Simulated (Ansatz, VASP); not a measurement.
**Two plane-wave programs on Se**

INCAR

```
PREC     = Accurate       # precision mode
ENCUT    = 520            # plane-wave cutoff, eV
EDIFF    = 1E-6           # SCF threshold, eV
ISMEAR   = -1             # smearing method
SIGMA    = 0.1            # smearing width, eV
LREAL    = F              # projectors in reciprocal space
LASPH    = T              # aspherical terms in the spheres
NELM     = 60             # most SCF steps
ALGO     = Normal         # electronic algorithm
ISIF     = 2              # what is computed and relaxed
LWAVE    = F              # write WAVECAR
LCHARG   = T              # write CHGCAR
GGA      = PS             # functional
LELF     = T              # ELF
LVHAR    = T            
NBANDS   = 16             # bands
```

File KPOINTS:

```
regular mesh
0
Gamma
  9 9 11
```

POSCAR

```
Se
1.0
    4.7977583287      0.0000000000      0.0000000000
   -2.3988791644      4.1549805939      0.0000000000
    0.0000000000      0.0000000000      3.2146696281
Se
3
Direct
    0.0000000000      0.0000000000      0.0000000000
    0.3333333333      0.6666666667      0.5000000000
    0.6666666667      0.3333333333      0.5000000000
```

Input for Ansatz:

```yaml
crystal:
  lattice:
    - [4.7977583287, 0.0, 0.0]
    - [-2.3988791644, 4.1549805939, 0.0]
    - [0.0, 0.0, 3.2146696281]
  atoms:
    - { symbol: Se, position: [0.0, 0.0, 0.0] }
    - { symbol: Se, position: [0.3333333333, 0.6666666667, 0.5] }
    - { symbol: Se, position: [0.6666666667, 0.3333333333, 0.5] }
hamiltonian:
  xc: pbesol
  pseudopotentials:
    kind: paw
    azcp:
      Se: "pseudopotentials/Se.paw.azcp"
basis:
  ecutwfc: 420
  fft_grid_basis: typed
kpoints:
  mp_grid: { grid: [9, 9, 11], shift: [0, 0, 0] }
magnetization:
  spin_polarized: false
scf:
  occupations: { method: fermi_dirac, width: 0.1 }
  lower_state_search: "off"
output:
  stress: true
```

Alike in both runs: task single point; functional PBEsol; k mesh 9 × 9 × 11; occupations fermi-dirac, width 0.1 eV; no spin polarisation.

|  | VASP | Ansatz |
| --- | --- | --- |
| version | VASP 6.6.1 | Ansatz 0.2.0 |
| potentials or method | VASP PAW PBE potentials, release 64 (Se), cutoff 520 eV | plane waves (420 eV) with PAW, scalar-relativistic |
| valence electrons in the cell | 18 | 48 |

|  | VASP | Ansatz | Ansatz less VASP |
| --- | --- | --- | --- |
| pressure (GPa) | -5.2 | -5.3 | -0.05 |
| traceless stress, the component that is largest in VASP (GPa) | 1.67 | 1.68 | +0.006 |

VASP's potentials were made for PBE, not for PBEsol, and Ansatz warns of the same on its side. VASP's potentials hold 18 valence electrons a cell and Ansatz's 48, so a difference there can come from the potentials and not from the codes.
